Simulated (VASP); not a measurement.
Write the native input for VASP 6.6.1 that does the following.

* Task: single point
* Functional: PBEsol
* Potentials or basis: VASP PAW PBE potentials, release 64 (Ga_d, N)
* Cutoff: 520 eV
* k mesh: 12 × 12 × 2
* Occupations: fermi-dirac, width 0.02 eV
* Spin: no spin polarisation
* Dipole correction: no
* Further INCAR settings: ALGO = Normal; EDIFF = 1e-06; NBANDS = 46

The structure of GaN lies in POSCAR:

```
GaN
1.0
    3.1814082350      0.0000000000      0.0000000000
   -1.5907041175      2.7551803513      0.0000000000
    0.0000000000      0.0000000000     10.3791604527
Ga N
4 4
Direct
    0.0000000000      0.0000000000     -0.0003310101
    0.3333333333      0.6666666667      0.2499418474
    0.0000000000      0.0000000000      0.4996689899
    0.6666666667      0.3333333333      0.7499418474
    0.0000000000      0.0000000000      0.1876161325
    0.3333333333      0.6666666667      0.4377730301
    0.0000000000      0.0000000000      0.6876161325
    0.6666666667      0.3333333333      0.9377730301
```

These files were run (other wordings do the same):

INCAR

```
ALGO     = Normal         # electronic algorithm
EDIFF    = 1E-6           # SCF threshold, eV
ENCUT    = 520            # plane-wave cutoff, eV
GGA      = PS             # functional
ISIF     = 2              # what is computed and relaxed
ISMEAR   = -1             # smearing method
LASPH    = T              # aspherical terms in the spheres
LCHARG   = F              # write CHGCAR
LREAL    = F              # projectors in reciprocal space
LWAVE    = F              # write WAVECAR
NBANDS   = 46             # bands
NELM     = 80             # most SCF steps
PREC     = Accurate       # precision mode
SIGMA    = 0.02           # smearing width, eV
```

KPOINTS

```
k-points
0
Gamma
  12 12 2
```

Potentials or basis: VASP PAW PBE potentials, release 64 (Ga_d, N).

Launch:

```sh
$ cat potpaw_PBE.64/Ga_d/POTCAR potpaw_PBE.64/N/POTCAR > POTCAR
$ mpirun -np 1 vasp_std > vasp.out
```

Results of the run:

The pressure is -0.3 GPa. The band gap on the k mesh is 1.80 eV.

Caveat: the PAW data sets were made with another functional, which shifts forces and pressure a little.

Wall time 96 s on 1 thread of Intel(R) Xeon(R) Platinum 8559C (Emerald Rapids) (shared host), peak memory 0.26 GiB.
